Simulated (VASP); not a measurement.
Write the native input for VASP 6.6.1 that does the following.

```
Task                   : single point
Functional             : PBE
Potentials or basis    : VASP PAW PBE potentials, release 64 (W_sv, S)
Cutoff                 : 520 eV
k mesh                 : 12 × 12 × 12
Occupations            : gaussian, width 0.02 eV
Spin                   : no spin polarisation
Dipole correction      : no
Further INCAR settings : ALGO = Normal; EDIFF = 1e-07; NBANDS = 20
```

The structure of WS2 lies in POSCAR:

```
WS2
1.0
    1.5939067452      0.9202424884      7.5395537364
   -1.5939067452      0.9202424884      7.5395537364
    0.0000000000     -1.8404849768      7.5395537364
W S
1 2
Direct
    0.9997779445      0.9997779445      0.9997779445
    0.4025687580      0.4025687580      0.4025687580
    0.2636542975      0.2636542975      0.2636542975
```

The input as run:

INCAR

```
SYSTEM = WS2
ALGO = Normal
EDIFF = 1E-7
ENCUT = 520
GGA = PE
ISIF = 2
ISMEAR = 0
LASPH = .True.
LCHARG = .False.
LREAL = .False.
LWAVE = .False.
NBANDS = 20
NELM = 80
PREC = Accurate
SIGMA = 0.02
```

KPOINTS

```
k-points
0
Gamma
  12 12 12
  0 0 0
```

Potentials or basis: VASP PAW PBE potentials, release 64 (W_sv, S).

Command:

```console
$ cat potpaw_PBE.64/W_sv/POTCAR potpaw_PBE.64/S/POTCAR > POTCAR
$ mpirun -np 1 vasp_std > vasp.out
```

Results of the run:

```yaml
Pressure: 0.0 GPa
Largest_force: 0.005 eV/Å
Band_gap_on_the_k_mesh: 1.66 eV (least direct gap 1.81 eV)
```

Caveat: spin-orbit coupling is left out, which moves the levels of the heavy elements.

Wall time 13 min on 1 thread of Intel(R) Xeon(R) Platinum 8559C (Emerald Rapids), on a shared host, peak memory 0.63 GiB.
